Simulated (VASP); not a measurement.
# SrO (Fm-3m) in VASP: notebook, part 2 of 2

VASP 6.6.1. Earlier steps stand in the parts before.

## 4. Relaxation of cell and atoms, PBE

This run uses another cell than the first one, of 16.90 Å³/atom, 0.984 times its volume.

INCAR reads:

```
SYSTEM = SrO
PREC     = Accurate       ! precision mode
ENCUT    = 600            ! plane-wave cutoff, eV
EDIFF    = 1E-7           ! SCF threshold, eV
ISMEAR   = -1             ! smearing method
SIGMA    = 0.02           ! smearing width, eV
LREAL    = .False.        ! projectors in reciprocal space
LASPH    = .True.         ! aspherical terms in the spheres
NELM     = 60             ! most SCF steps
ALGO     = Normal         ! electronic algorithm
ISIF     = 3              ! what is computed and relaxed
LWAVE    = .False.        ! write WAVECAR
LCHARG   = .False.        ! write CHGCAR
GGA      = PE             ! functional
IBRION   = 2              ! ionic algorithm
NSW      = 80             ! ionic steps
EDIFFG   = -0.005         ! ionic threshold
```

KPOINTS reads:

```
regular mesh
0
Gamma
  8 8 8
  0 0 0
```

POSCAR reads:

```
SrO
1.0
    0.0000000000      2.5663000000      2.5663000000
    2.5663000000      0.0000000000      2.5663000000
    2.5663000000      2.5663000000      0.0000000000
Sr O
1 1
Direct
    0.5000000000      0.5000000000      0.5000000000
    0.0000000000      0.0000000000      0.0000000000
```

Command:

```console
$ cat potpaw_PBE.64/Sr_sv/POTCAR potpaw_PBE.64/O/POTCAR > POTCAR
$ mpirun -np 1 vasp_std > vasp.out
```

Run time: 58 s. Hardware: 1 thread of AMD EPYC 7R43 (Zen 3), shared host; peak memory 0.15 GiB.

Results (log left out):

```yaml
Free_energy: -12.0552 eV
Relaxed_volume: 17.62 Å³/atom
Relaxed_cell: a = 3.680 Å, b = 3.680 Å, c = 3.680 Å, α = 60.00°, β = 60.00°, γ = 60.00°
Space_group_after_relaxing_to_0.05_Å: Fm-3m (No. 225)
Energy_gained_by_relaxing: 8.2 meV/atom
Ionic_steps: 3
Pressure_after_relaxing: 0.0 GPa
Band_gap_on_the_k_mesh: 3.28 eV, indirect (least direct gap 3.39 eV)
```

The path:
```
step  energy change (eV)  largest force (eV/Å)  pressure (GPa)  volume (Å³)
   1              0.0000                0.0000            3.83        33.80
   2             -0.0140                0.0000           -1.33        35.82
   3             -0.0165                0.0000            0.01        35.23
```

Final structure:
```cif
data_structure
_symmetry_space_group_name_H-M 'P 1'
_symmetry_Int_Tables_number 1
_cell_length_a 3.6797
_cell_length_b 3.6797
_cell_length_c 3.6797
_cell_angle_alpha 60.000
_cell_angle_beta 60.000
_cell_angle_gamma 60.000
_cell_volume 35.23
loop_
_atom_site_label
_atom_site_type_symbol
_atom_site_fract_x
_atom_site_fract_y
_atom_site_fract_z
_atom_site_occupancy
Sr1 Sr 0.50000 0.50000 0.50000 1
O1 O 0.00000 0.00000 0.00000 1
```

Levels at points of the mesh, in eV from the valence-band top:
| k point | band 5 | band 6 | band 7 | band 8 | band 9 | band 10 | band 11 | band 12 |
| --- | --- | --- | --- | --- | --- | --- | --- | --- |
| (0.00, 0.00, 0.00) | -14.19 | 0.00 | 0.00 | 0.00 | 3.73 | 6.13 | 6.13 | 6.13 |
| (0.50, 0.00, 0.00) | -13.01 | -2.10 | -1.07 | -1.07 | 6.40 | 8.17 | 8.64 | 8.64 |
| (0.50, 0.50, 0.00) | -14.52 | -0.49 | -0.11 | -0.11 | 3.28 | 7.53 | 9.94 | 10.06 |

## 5. Relaxation of cell and atoms, PBEsol

This run uses another cell than the first one, of 17.52 Å³/atom, 1.020 times its volume.

INCAR reads:

```
SYSTEM = SrO
PREC = Accurate
ENCUT = 600
EDIFF = 1E-6
ISMEAR = -1
SIGMA = 0.02
LREAL = .FALSE.
LASPH = .TRUE.
NELM = 80
ALGO = Normal
ISIF = 3
LWAVE = .FALSE.
LCHARG = .FALSE.
GGA = PS
IBRION = 2
NSW = 80
EDIFFG = -0.005
```

KPOINTS reads:

```
regular mesh
0
G
  8 8 8
  0 0 0
```

POSCAR reads:

```
SrO
1.0
    0.0000000000      2.5973730392      2.5973730392
    2.5973730392      0.0000000000      2.5973730392
    2.5973730392      2.5973730392      0.0000000000
Sr O
1 1
Direct
    0.5000000000      0.5000000000      0.5000000000
    0.0000000000      0.0000000000      0.0000000000
```

Potentials or basis: VASP PAW PBE potentials, release 64 (Sr_sv, O).

Command:

```console
$ cat potpaw_PBE.64/Sr_sv/POTCAR potpaw_PBE.64/O/POTCAR > POTCAR
$ mpirun -np 1 vasp_std > vasp.out
```

OUTCAR:

```text
SYSTEM = SrO
   PREC = Accurate
   ENCUT = 600
   EDIFF = 1E-6
   ISMEAR = -1
   LREAL = .FALSE.
   LASPH = .TRUE.
   NELM = 80
   ISIF = 3
   GGA = PS
   IBRION = 2
   NSW = 80
   EDIFFG = -0.005

 ion  position               nearest neighbor table
   1  0.500  0.500  0.500-   2 2.60   2 2.60   2 2.60   2 2.60   2 2.60   2 2.60
   2  0.000  0.000  0.000-   1 2.60   1 2.60   1 2.60   1 2.60   1 2.60   1 2.60

  LATTYP: Found a face centered cubic cell.
 ALAT       =     5.1947460784

  Lattice vectors:

 A1 = (   0.0000000000,   2.5973730392,   2.5973730392)
 A2 = (   2.5973730392,   0.0000000000,   2.5973730392)
 A3 = (   2.5973730392,   2.5973730392,   0.0000000000)

Analysis of symmetry for initial positions (statically):
=====================================================================
 Subroutine PRICEL returns:
 Original cell was already a primitive cell.

[... 258 lines left out ...]

 k-point     1 :       0.0000    0.0000    0.0000
  band No.  band energies     occupation
      1     -30.7016      2.00000
      2     -13.4902      2.00000
      3     -12.3482      2.00000
      4     -12.3482      2.00000
      5     -12.3482      2.00000
      6       1.5145      2.00000
      7       1.5145      2.00000
      8       1.5145      2.00000
      9       5.3793      0.00000
     10       7.6899      0.00000
     11       7.6899      0.00000
     12       7.6899      0.00000
[... 331 lines left out ...]
 k-point    24 :      -0.3750    0.2500    0.1250
  band No.  band energies     occupation
      1     -30.5339      2.00000
      2     -14.7047      2.00000
      3     -12.7560      2.00000
      4     -12.5891      2.00000
      5     -11.5198      2.00000
      6      -0.1034      2.00000
      7       0.6331      2.00000
      8       0.7147      2.00000
      9       7.8326      0.00000
     10       8.1830      0.00000
     11      10.8411      0.00000
     12      11.0508      0.00000

 [... further k-points ...]
[... 5 lines left out ...]
  --------------------------------------------------------------------------------------
  -------------------------------------------------------------------------------------
  Total        0.0001971      0.0001971      0.0001971      0.0000000     -0.0000000      0.0000000
  in kB        0.0093467      0.0093467      0.0093467      0.0000000     -0.0000000      0.0000000
  external PRESSURE =       0.0093467 kB  Pullay stress =       0.0000000 kB
[... 17 lines left out ...]
  FREE ENERGIE OF THE ION-ELECTRON SYSTEM (eV)
  ---------------------------------------------------
  free  energy   TOTEN  =       -12.6425878986 eV

  energy  without entropy=      -12.6425878986  energy(sigma->0) =      -12.64258790

 reached required accuracy - stopping structural energy minimisation
```

CONTCAR:

```text
SrO
   1.00000000000000
     0.0000000000000000    2.5660359035373235    2.5660359035373235
     2.5660359035373235   -0.0000000000000000    2.5660359035373235
     2.5660359035373235    2.5660359035373235    0.0000000000000000
  Sr              O
     1     1
Direct
     0.5000000000000000    0.5000000000000000    0.5000000000000000
     0.0000000000000000    0.0000000000000000    0.0000000000000000

  0.00000000E+00  0.00000000E+00  0.00000000E+00
  0.00000000E+00  0.00000000E+00  0.00000000E+00
```

Wall time 52 s (1 thread of AMD EPYC 7R43 (Zen 3), shared host); peak memory 0.15 GiB.

What came out:

```
Free energy                            : -12.6426 eV
Relaxed volume                         : 16.90 Å³/atom
Relaxed cell                           : a = 3.629 Å, b = 3.629 Å, c = 3.629 Å, α = 60.00°, β = 60.00°, γ = 60.00°
Space group after relaxing (to 0.05 Å) : Fm-3m (No. 225)
Energy gained by relaxing              : 6.3 meV/atom
Ionic steps                            : 3
Pressure after relaxing                : 0.0 GPa
Band gap on the k mesh                 : 3.15 eV, indirect (least direct gap 3.24 eV)
```

The path:
```csv
step,energy change (eV),largest force (eV/Å),pressure (GPa),volume (Å³)
1,0.0000,0.0000,-3.13,35.05
2,-0.0108,0.0000,1.32,33.34
3,-0.0127,0.0000,0.00,33.79
```

Final structure:
```
Sr O
1.0
     0.00000    2.56604    2.56604
     2.56604    0.00000    2.56604
     2.56604    2.56604    0.00000
Sr O
1 1
Direct
  0.50000 0.50000 0.50000
  0.00000 0.00000 0.00000
```

Caveat: the PAW data sets were made with another functional, which shifts forces and pressure a little. As with any semilocal functional, this PBEsol gap is likely too small.

## 6. The runs side by side

```tsv
task	level	cell	cutoff (eV)	smearing	gap on the mesh (eV)	pressure (GPa)	relaxed volume (Å³/atom)
single point	r2SCAN	a = 3.649 Å, angles 60.0°, 2 atoms	520	fermi-dirac 0.02 eV	3.75	0.5	-
single point	r2SCAN	a = 3.649 Å, angles 60.0°, 2 atoms	520	gaussian 0.01 eV	3.75	0.5	-
relaxation of cell and atoms	PBE	relaxed from a = 3.629 Å, angles 60.0°, 2 atoms	600	fermi-dirac 0.02 eV	3.28	0.0	17.62
relaxation of cell and atoms	PBEsol	relaxed from a = 3.673 Å, angles 60.0°, 2 atoms	600	fermi-dirac 0.02 eV	3.15	0.0	16.90
```

Alike in all rows: potentials or basis VASP PAW PBE potentials, release 64 (Sr_sv, O); no spin polarisation; k mesh 8 × 8 × 8.

Caveats: the PAW data sets were made with another functional, which shifts forces and pressure a little (some runs).

Absolute energies hang on the potentials; compare differences alone.
